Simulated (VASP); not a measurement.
Here is a VASP 6.6.1 calculation.

File INCAR:

```
SYSTEM = Sr
PREC = Accurate ; ENCUT = 520
EDIFF = 1E-6 ; ISMEAR = 0
SIGMA = 0.1 ; LREAL = .False.
LASPH = .True. ; NELM = 60
ALGO = Fast ; ISIF = 2
LWAVE = .False. ; LCHARG = .False.
GGA = PE ; NBANDS = 17
```

KPOINTS

```
Automatic mesh
0
Gamma
  12 12 8
  0 0 0
```

POSCAR

```
Sr
1.0
    4.2702470411      0.0000000000      0.0000000000
   -2.1351235205      3.6981424181      0.0000000000
    0.0000000000      0.0000000000      6.9864286759
Sr
2
Direct
    0.3333333333      0.6666666667      0.2500000000
    0.6666666667      0.3333333333      0.7500000000
```

Potentials or basis: VASP PAW PBE potentials, release 64 (Sr_sv).

Run with:

```sh
$ cat potpaw_PBE.64/Sr_sv/POTCAR > POTCAR
$ mpirun -np 1 vasp_std > vasp.out
```

What does it give for the pressure?

0.0 GPa.

Estimate the band gap on the k mesh.

zero (bands 10 and 11 overlap by 0.28 eV).
